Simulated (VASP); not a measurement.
TiB2: single point with PBEsol

Crystal: TiB2.

```
Ti B
1.0
     3.01068    0.00000    0.00000
    -1.50534    2.60733    0.00000
     0.00000    0.00000    3.17524
Ti B
1 2
Direct
  0.00000 0.00000 0.00000
  0.33333 0.66667 0.50000
  0.66667 0.33333 0.50000
```

```json
{
  "Program": "VASP 6.6.1",
  "Task": "single point",
  "Functional": "PBEsol",
  "Potentials or basis": "VASP PAW PBE potentials, release 64 (Ti_sv, B)",
  "Cutoff": "520 eV",
  "k mesh": "16 × 16 × 14",
  "Occupations": "fermi-dirac, width 0.05 eV",
  "Spin": "no spin polarisation",
  "Dipole correction": "no",
  "Further INCAR settings": "ALGO = Normal; EDIFF = 1e-07; NBANDS = 16"
}
```

```
Pressure               : 2.4 GPa
Band gap on the k mesh : zero (bands 9 and 10 overlap by 0.63 eV)
```

Stress tensor (GPa, compression positive):
```
2.39 0.00 0.00
0.00 2.39 0.00
0.00 0.00 2.28
```

Levels at points of the mesh, in eV from the Fermi level:
```csv
k point,band 6,band 7,band 8,band 9,band 10,band 11,band 12,band 13
"(0.00, 0.00, 0.00)",-2.74,-2.74,-2.20,-2.20,1.97,1.97,3.88,3.88
"(0.50, 0.00, 0.00)",-9.25,-3.33,-3.25,-2.39,1.40,2.83,3.34,3.52
"(0.00, 0.00, 0.50)",-7.74,-0.57,-0.57,-0.27,-0.27,0.44,0.44,1.82
"(0.50, 0.00, 0.50)",-7.56,-4.79,-3.95,-3.16,2.65,3.03,4.77,4.83
```

It took 110 s on 1 thread of Intel Xeon 8259CL, on a shared host, peak memory 0.21 GiB.

Caveat: the PAW data sets were made with another functional, which shifts forces and pressure a little.
